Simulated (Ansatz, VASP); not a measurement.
One calculation of WS2, two programs

The input INCAR:

```
PREC = Accurate ; ENCUT = 520
EDIFF = 1E-6 ; ISMEAR = -1
SIGMA = 0.08 ; LREAL = F
LASPH = T ; NELM = 100
ALGO = Normal ; ISIF = 2
LWAVE = F ; LCHARG = F
NBANDS = 20
```

The input KPOINTS:

```
regular mesh
0
Gamma
  13 13 13
```

Contents of POSCAR:

```
WS2
1.0
    1.5947903881      0.9207526599      6.1633300000
   -1.5947903881      0.9207526599      6.1633300000
    0.0000000000     -1.8415053197      6.1633300000
W S
1 2
Direct
    0.0000000000      0.0000000000      0.0000000000
    0.7503000000      0.7503000000      0.7503000000
    0.5810000000      0.5810000000      0.5810000000
```

Input for Ansatz:

```yaml
crystal:
  lattice:
    - [1.5947903881, 0.9207526599, 6.16333]
    - [-1.5947903881, 0.9207526599, 6.16333]
    - [0.0, -1.8415053197, 6.16333]
  atoms:
    - { symbol: W, position: [0.0, 0.0, 0.0] }
    - { symbol: S, position: [0.7503, 0.7503, 0.7503] }
    - { symbol: S, position: [0.581, 0.581, 0.581] }
kpoints:
  mp_grid: { grid: [13, 13, 13] }
  band_path:
    path:
      - [0.0, 0.0, 0.0]
      - [0.5, 0.5, 0.5]
      - [0.8184546719, 0.1815453281, 0.5]
      - [0.5, -0.1815453281, 0.1815453281]
      - [0.5, 0.0, 0.0]
      - [0.0, 0.0, 0.0]
      - [0.3407726641, -0.3407726641, 0.0]
      - [0.6592273359, 0.0, 0.3407726641]
      - [0.5, 0.0, 0.5]
    npoints: 5
scf:
  occupations: { method: fermi_dirac, width: 0.08 }
hamiltonian:
  xc: lda
  pseudopotentials: { kind: all_electron, lapw: { basis_error: 0.0005 } }
output:
  forces: true
  stress: true
  eigenvalues: true
```

Change from the starting cell: equal xx and yy strain of +1 %.

Alike in both runs: task single point; functional LDA; k mesh 13 × 13 × 13; occupations fermi-dirac, width 0.08 eV; no spin polarisation.

|  | VASP | Ansatz |
| --- | --- | --- |
| version | VASP 6.6.1 | Ansatz 0.2.0 |
| potentials or method | VASP PAW LDA potentials, release 64 (W_sv, S), cutoff 520 eV | all-electron LAPW, scalar-relativistic |

```tsv
	VASP	Ansatz	Ansatz less VASP
pressure (GPa)	-6.3	-6.6	-0.31
traceless stress, the component that is largest in VASP (GPa)	1.30	1.26	-0.039
rms of the force components (eV/Å)	0.309	0.322	+0.0129
```

LDA's correlation is that of Perdew and Zunger in VASP and of Perdew and Wang (1992) in Ansatz. Atom by atom the forces differ by 0.020 eV/Å (rms over components). Ansatz ran all-electron here, and VASP with PAW potentials.

Spin-orbit coupling is off throughout.
